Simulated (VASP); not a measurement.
## Mg3TiN3: single point with PBE

Crystal: Mg3TiN3.

```
Mg Ti N
1.0
     4.30445    0.00000    0.00000
     0.00000    4.30445    0.00000
     0.00000    0.00000    4.30445
Mg Ti N
3 1 3
Direct
  0.00000 0.50000 0.50000
  0.50000 0.00000 0.50000
  0.50000 0.50000 0.00000
  0.00000 0.00000 0.00000
  0.50000 0.00000 0.00000
  0.00000 0.50000 0.00000
  0.00000 0.00000 0.50000
```

* Program: VASP 6.6.1
* Task: single point
* Functional: PBE
* Potentials or basis: VASP PAW PBE potentials, release 64 (Mg, Ti_sv, N)
* Cutoff: 520 eV
* k mesh: 6 × 6 × 6
* Occupations: gaussian, width 0.2 eV
* Spin: no spin polarisation
* Dipole correction: no
* Further INCAR settings: ALGO = Normal; EDIFF = 1e-07; NBANDS = 26

```json
{
  "Pressure": "-0.3 GPa"
}
```

Levels at points of the mesh, in eV from the Fermi level:
```csv
k point,band 13,band 14,band 15,band 16,band 17,band 18,band 19,band 20,band 21,band 22
"(0.00, 0.00, 0.00)",-2.22,-1.79,-0.91,-0.91,-0.91,0.04,0.04,0.04,2.16,2.16
"(0.50, 0.00, 0.00)",-3.84,-2.81,-1.21,-1.21,0.14,1.01,1.83,1.83,2.18,3.13
"(0.50, 0.50, 0.00)",-3.60,-3.60,-2.42,-1.20,0.22,1.84,1.84,2.41,2.93,3.46
"(0.50, 0.50, 0.50)",-3.85,-1.78,-1.19,-1.19,-1.19,2.11,2.11,2.11,5.90,5.90
```

Run time: 34 s on 1 thread of Intel Xeon 6975P-C, with other jobs on the host, peak memory 0.2 GiB.
